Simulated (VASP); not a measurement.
# NaTlS2 (P-4m2) in VASP: a series of runs

The runs below take NaTlS2 through single point, relaxation of cell and atoms, with PBE, r2SCAN, PBEsol.

Program: VASP 6.6.1. These are calculated values, not measurements. Logs are shortened: lines on timing, memory, paths and dates and some standing lists are left out, and cuts for length are marked.

### Step 1. The cell of the first run

It takes space group P-4m2 (No. 115, tetragonal). The conventional cell has a = 4.163 Å, b = 4.163 Å, c = 6.672 Å, α = 90.00°, β = 90.00°, γ = 90.00°. Na (site symmetry -4m2) has 4 S at 2.76 Å within 3.6 Å. S (site symmetry 2mm) has 2 Tl at 2.58 Å and 2 Na at 2.76 Å within 3.4 Å. Within 3.4 Å of Tl (site symmetry -4m2) lie 4 S at 2.58 Å.

### Step 2. Single point, PBE

The input, INCAR:

```
SYSTEM = NaTlS2
ALGO     = Normal         ! electronic algorithm
EDIFF    = 1E-6           ! SCF threshold, eV
ENCUT    = 520            ! plane-wave cutoff, eV
GGA      = PE             ! functional
ISIF     = 2              ! what is computed and relaxed
ISMEAR   = -1             ! smearing method
LASPH    = .True.         ! aspherical terms in the spheres
LCHARG   = .False.        ! write CHGCAR
LREAL    = .False.        ! projectors in reciprocal space
LWAVE    = .False.        ! write WAVECAR
NBANDS   = 24             ! bands
NELM     = 60             ! most SCF steps
PREC     = Accurate       ! precision mode
SIGMA    = 0.02           ! smearing width, eV
```

The input, KPOINTS:

```
k-points
0
Gamma
  6 6 4
  0 0 0
```

The input, POSCAR:

```
NaTlS2
1.0
    4.1628286536      0.0000000000      0.0000000000
    0.0000000000      4.1628286536      0.0000000000
    0.0000000000      0.0000000000      6.6717627341
Na S Tl
1 2 1
Direct
    0.0000000000      0.0000000000      0.0000000000
    0.0000000000      0.5000000000      0.2706010969
    0.5000000000      0.0000000000      0.7293989031
    0.5000000000      0.5000000000      0.5000000000
```

Potentials or basis: VASP PAW PBE potentials, release 64 (Na_pv, S, Tl_d).

Started as:

```console
> cat potpaw_PBE.64/Na_pv/POTCAR potpaw_PBE.64/S/POTCAR potpaw_PBE.64/Tl_d/POTCAR > POTCAR
> mpirun -np 1 vasp_std > vasp.out
```

OUTCAR:

```text
SYSTEM = NaTlS2
   EDIFF = 1E-6
   ENCUT = 520
   GGA = PE
   ISIF = 2
   ISMEAR = -1
   LASPH = .True.
   LREAL = .False.
   NELM = 60
   PREC = Accurate

 ion  position               nearest neighbor table
   1  0.000  0.000  0.000-   2 2.76   3 2.76   2 2.76   3 2.76
   2  0.000  0.500  0.271-   4 2.58   4 2.58   1 2.76   1 2.76
   3  0.500  0.000  0.729-   4 2.58   4 2.58   1 2.76   1 2.76
   4  0.500  0.500  0.500-   2 2.58   3 2.58   3 2.58   2 2.58

  LATTYP: Found a simple tetragonal cell.
 ALAT       =     4.1628286536
 C/A-ratio  =     1.6026993396

  Lattice vectors:

 A1 = (   4.1628286536,   0.0000000000,   0.0000000000)
 A2 = (   0.0000000000,   4.1628286536,   0.0000000000)
 A3 = (   0.0000000000,   0.0000000000,   6.6717627341)

Analysis of symmetry for initial positions (statically):
=====================================================================
 Subroutine PRICEL returns:
 Original cell was already a primitive cell.

 Routine SETGRP: Setting up the symmetry group for a
 simple tetragonal supercell.

 Subroutine GETGRP returns: Found  8 space group operations
 (whereof  8 operations were pure point group operations)
 out of a pool of 16 trial point group operations.

The static configuration has the point symmetry D_2d.

Analysis of symmetry for dynamics (positions and initial velocities):
=====================================================================
 Subroutine PRICEL returns:
 Original cell was already a primitive cell.

 Routine SETGRP: Setting up the symmetry group for a
 simple tetragonal supercell.

 Subroutine GETGRP returns: Found  8 space group operations
 (whereof  8 operations were pure point group operations)
 out of a pool of 16 trial point group operations.

The dynamic configuration has the point symmetry D_2d.

 Subroutine INISYM returns: Found  8 space group operations
 (whereof  8 operations are pure point group operations),
 and found     1 'primitive' translations

----------------------------------------------------------------------------------------

                                     Primitive cell

  volume of cell :     115.6159

  direct lattice vectors                    reciprocal lattice vectors
     4.162828654  0.000000000  0.000000000     0.240221273  0.000000000  0.000000000
     0.000000000  4.162828654  0.000000000     0.000000000  0.240221273  0.000000000
     0.000000000  0.000000000  6.671762734     0.000000000  0.000000000  0.149885426

  length of vectors
     4.162828654  4.162828654  6.671762734     0.240221273  0.240221273  0.149885426

  position of ions in fractional coordinates (direct lattice)
     0.000000000  0.000000000  0.000000000
     0.000000000  0.500000000  0.270601097
     0.500000000  0.000000000  0.729398903
     0.500000000  0.500000000  0.500000000

  ion indices of the primitive-cell ions
   primitive index   ion index
                 1           1
                 2           2
                 3           3
                 4           4

----------------------------------------------------------------------------------------

 KPOINTS: k-points

Automatic generation of k-mesh.
 Grid dimensions read from file:
 generate k-points for:    6    6    4

 Generating k-lattice:

  Cartesian coordinates                     Fractional coordinates (reciprocal lattice)
     0.040036879  0.000000000  0.000000000     0.166666667  0.000000000  0.000000000
     0.000000000  0.040036879  0.000000000     0.000000000  0.166666667  0.000000000
     0.000000000  0.000000000  0.037471357     0.000000000  0.000000000  0.250000000

  Length of vectors
     0.040036879  0.040036879  0.037471357

  Shift w.r.t. Gamma in fractional coordinates (k-lattice)
     0.000000000  0.000000000  0.000000000

 Subroutine IBZKPT returns following result:
 ===========================================

 Found     30 irreducible k-points:

 Following reciprocal coordinates:
            Coordinates               Weight
  0.000000  0.000000  0.000000      1.000000
  0.166667  0.000000  0.000000      4.000000
  0.333333  0.000000  0.000000      4.000000
  0.500000  0.000000  0.000000      2.000000
  0.166667  0.166667  0.000000      4.000000
  0.333333  0.166667  0.000000      8.000000
[... 16 lines left out ...]
  0.333333  0.000000  0.500000      4.000000
  0.500000  0.000000  0.500000      2.000000
 [... further k-points ...]
   k-points           NKPTS =     30   k-points in BZ     NKDIM =     30   number of bands    NBANDS=     24
   number of dos      NEDOS =    301   number of ions     NIONS =      4
   total plane-waves  NPLWV =  51200
   dimension x,y,z NGX =    32 NGY =   32 NGZ =   50
   dimension x,y,z NGXF=    64 NGYF=   64 NGZF=  100
   ions per type =               1   2   1
   NGX,Y,Z   is equivalent  to a cutoff of  12.78, 12.78, 12.46 a.u.
   NGXF,Y,Z  is equivalent  to a cutoff of  25.56, 25.56, 24.92 a.u.
 SYSTEM =  NaTlS2
   PREC   = accura    normal or accurate (medium, high low for compatibility)
   ISTART =      0    job   : 0-new  1-cont  2-samecut
   ICHARG =      2    charge: 1-file 2-atom 10-const
   ISPIN  =      1    spin polarized calculation?
   LNONCOLLINEAR =      F non collinear calculations
   LSORBIT =      F    spin-orbit coupling
   LASPH  =      T    aspherical Exc in radial PAW
   ENCUT  =  520.0 eV  38.22 Ry    6.18 a.u.   7.74  7.74 12.41*2*pi/ulx,y,z
   NELM   =     60;   NELMIN=  2; NELMDL= -5     # of ELM steps
   EDIFF  = 0.1E-05   stopping-criterion for ELM
   LREAL  =      F    real-space projection
   EDIFFG = 0.1E-04   stopping-criterion for IOM
   NSW    =      0    number of steps for IOM
   IBRION =     -1    ionic relax: 0-MD 1-quasi-New 2-CG
   NFREE  =      0    steps in history (QN), initial steepest desc. (CG)
   ISIF   =      2    stress and relaxation
   ISYM   =      2    0-nonsym 1-usesym 2-fastsym
   POTIM  = 0.5000    time-step for ionic-motion
   TEBEG  =    0.0;   TEEND  =   0.0 temperature during run
   PSTRESS=    0.0 pullay stress
   NELECT =      32.0000    total number of electrons
   NUPDOWN=      -1.0000    fix difference up-down
   EMIN   =  10.00;   EMAX   =-10.00  energy-range for DOS
   EFERMI =   0.00;   METHOD = LEGACY
   ISMEAR =    -1;   SIGMA  =   0.02  broadening in eV -4-tet -1-fermi 0-gaus
   EFERMI_NEDOS =   21; number of points for ismear=-14 and -15
   IALGO  =     38    algorithm
   IMIX   =      4    mixing-type and parameters
     AMIX     =   0.40;   BMIX     =  1.00
     AMIX_MAG =   1.60;   BMIX_MAG =  1.00
  volume/ion in A,a.u.               =      28.90       195.05
  Fermi-wavevector in a.u.,A,eV,Ry     =   1.066888  2.016126 15.486839  1.138251
  Thomas-Fermi vector in A             =   2.202487
   LORBIT       =      0    0 simple, 1 ext, 2 COOP (PROOUT), +10 PAW based schemes
   GGA     = PE    functional components
   LHFCALC =     F    Hartree Fock is set to
   AEXX    =    0.0000 exact exchange contribution
   IVDW    =     0    specifies the selected vdW correction
   LEPSILON=     F    determine dielectric tensor
   LRPA    =     F    only Hartree local field effects (RPA)
 non-spin polarized calculation
  energy-cutoff  :      520.00
  volume of cell :      115.62
 maximum number of plane-waves:      3132
 NGX is ok and might be reduce to    32
   NGX = 15   NGY = 15   NGZ = 25

 number of electron      32.0000006 magnetization

 Free energy of the ion-electron system (eV)
  ---------------------------------------------------
  ext. energy  EPLUGINS =         0.00000000
  ---------------------------------------------------
  free energy    TOTEN  =       -13.92358036 eV

  energy without entropy =      -13.92358036  energy(sigma->0) =      -13.92358036

 E-fermi :   1.5937     XC(G=0):  -7.9309

 val. band max:        1.2092411442   @ k =   0.0000   0.0000   0.0000
 cond. band min:       1.9341136589   @ k =   0.0000   0.0000   0.0000
 fundamental gap:      0.7248725147
 Fermi energy:         1.5936665327

 k-point     1 :       0.0000    0.0000    0.0000
  band No.  band energies     occupation
      1     -20.9920      2.00000
      2     -20.9920      2.00000
      3     -20.9437      2.00000
      4     -10.5960      2.00000
      5     -10.5225      2.00000
      6      -9.2892      2.00000
[... 16 lines left out ...]
     23       9.0722      0.00000
     24      11.2376      0.00000

 k-point     2 :       0.1667    0.0000    0.0000
  band No.  band energies     occupation
      1     -20.9942      2.00000
      2     -20.9919      2.00000
      3     -20.9432      2.00000
      4     -10.5692      2.00000
      5     -10.5164      2.00000
      6      -9.2871      2.00000
[... 16 lines left out ...]
     23       9.0417      0.00000
     24      11.3228      0.00000

 k-point     3 :       0.3333    0.0000    0.0000
  band No.  band energies     occupation
      1     -20.9985      2.00000
      2     -20.9916      2.00000
      3     -20.9424      2.00000
      4     -10.5457      2.00000
      5     -10.4901      2.00000
      6      -9.2827      2.00000
[... 16 lines left out ...]
     23       8.9297      0.00000
     24      10.9917      0.00000

 k-point     4 :       0.5000    0.0000    0.0000
  band No.  band energies     occupation
      1     -21.0006      2.00000
      2     -20.9915      2.00000
      3     -20.9420      2.00000
      4     -10.5480      2.00000
      5     -10.4696      2.00000
      6      -9.2805      2.00000
[... 16 lines left out ...]
     23       8.7474      0.00000
     24      10.6321      0.00000

 k-point     5 :       0.1667    0.1667    0.0000
  band No.  band energies     occupation
      1     -20.9940      2.00000
      2     -20.9940      2.00000
      3     -20.9428      2.00000
      4     -10.5453      2.00000
      5     -10.5112      2.00000
      6      -9.2845      2.00000
[... 16 lines left out ...]
     23       9.0603      0.00000
     24      10.5371      0.00000

 k-point     6 :       0.3333    0.1667    0.0000
  band No.  band energies     occupation
      1     -20.9983      2.00000
      2     -20.9937      2.00000
      3     -20.9419      2.00000
      4     -10.5272      2.00000
      5     -10.4864      2.00000
      6      -9.2659      2.00000
[... 16 lines left out ...]
     23       9.4209      0.00000
     24      10.1627      0.00000
[... 379 lines left out ...]
 k-point    21 :       0.0000    0.0000    0.5000
  band No.  band energies     occupation
      1     -20.9920      2.00000
      2     -20.9920      2.00000
      3     -20.9437      2.00000
      4     -10.5699      2.00000
      5     -10.5199      2.00000
      6      -9.2894      2.00000
[... 16 lines left out ...]
     23       8.7642      0.00000
     24       9.2953      0.00000

 k-point    22 :       0.1667    0.0000    0.5000
  band No.  band energies     occupation
      1     -20.9942      2.00000
      2     -20.9919      2.00000
      3     -20.9433      2.00000
      4     -10.5599      2.00000
      5     -10.5048      2.00000
      6      -9.2873      2.00000
[... 16 lines left out ...]
     23       8.9272      0.00000
     24       9.8651      0.00000

 k-point    23 :       0.3333    0.0000    0.5000
  band No.  band energies     occupation
      1     -20.9984      2.00000
      2     -20.9916      2.00000
      3     -20.9424      2.00000
      4     -10.5498      2.00000
      5     -10.4800      2.00000
      6      -9.2830      2.00000
[... 16 lines left out ...]
     23       8.7383      0.00000
     24      10.5014      0.00000

 k-point    24 :       0.5000    0.0000    0.5000
  band No.  band energies     occupation
      1     -21.0006      2.00000
      2     -20.9915      2.00000
      3     -20.9420      2.00000
      4     -10.5510      2.00000
      5     -10.4674      2.00000
      6      -9.2808      2.00000
[... 16 lines left out ...]
     23       9.1091      0.00000
     24      10.2517      0.00000

 [... further k-points ...]

------------------------ aborting loop because EDIFF is reached ----------------------------------------

  FORCE on cell =-STRESS in cart. coord.  units (eV):
  Direction    XX          YY          ZZ          XY          YZ          ZX
  --------------------------------------------------------------------------------------
  -------------------------------------------------------------------------------------
  Total       -0.0368741     -0.0368741     -0.0327958      0.0000000      0.0000000      0.0000000
  in kB       -0.5109921     -0.5109921     -0.4544760      0.0000000      0.0000000      0.0000000
  external PRESSURE =      -0.4921534 kB  Pullay stress =       0.0000000 kB

 VOLUME and BASIS-vectors are now :
 -----------------------------------------------------------------------------
  energy-cutoff  :      520.00
  volume of cell :      115.62
      direct lattice vectors                 reciprocal lattice vectors
     4.162828654  0.000000000  0.000000000     0.240221273  0.000000000  0.000000000
     0.000000000  4.162828654  0.000000000     0.000000000  0.240221273  0.000000000
     0.000000000  0.000000000  6.671762734     0.000000000  0.000000000  0.149885426

 POSITION                                       TOTAL-FORCE (eV/Angst)
 -----------------------------------------------------------------------------------
      0.00000      0.00000      0.00000        -0.000000      0.000000      0.000000
      0.00000      2.08141      1.80539         0.000000      0.000000      0.010007
      2.08141      0.00000      4.86638         0.000000      0.000000     -0.010007
      2.08141      2.08141      3.33588         0.000000     -0.000000      0.000000
 -----------------------------------------------------------------------------------
    total drift:                                0.000000      0.000000     -0.000000

  FREE ENERGIE OF THE ION-ELECTRON SYSTEM (eV)
  ---------------------------------------------------
  free  energy   TOTEN  =       -13.9235803588 eV

  energy  without entropy=      -13.9235803583  energy(sigma->0) =      -13.92358036
```

It took 55 s on 1 thread of Intel Xeon Platinum 8259CL at 2.50GHz (Skylake/Cascade Lake), shared host; peak memory 0.26 GiB.

Results:

```
Free energy            : -13.9236 eV
Pressure               : 0.0 GPa
Largest force          : 0.010 eV/Å
Band gap on the k mesh : 0.72 eV
```

Forces in eV/Å, atoms in the order of the input:
```
Na   0.000  0.000  0.000
S    0.000  0.000  0.010
S    0.000  0.000 -0.010
Tl   0.000  0.000  0.000
```

Caveat: spin-orbit coupling is left out, which moves the levels of the heavy elements.

[end of part 1 of 3]
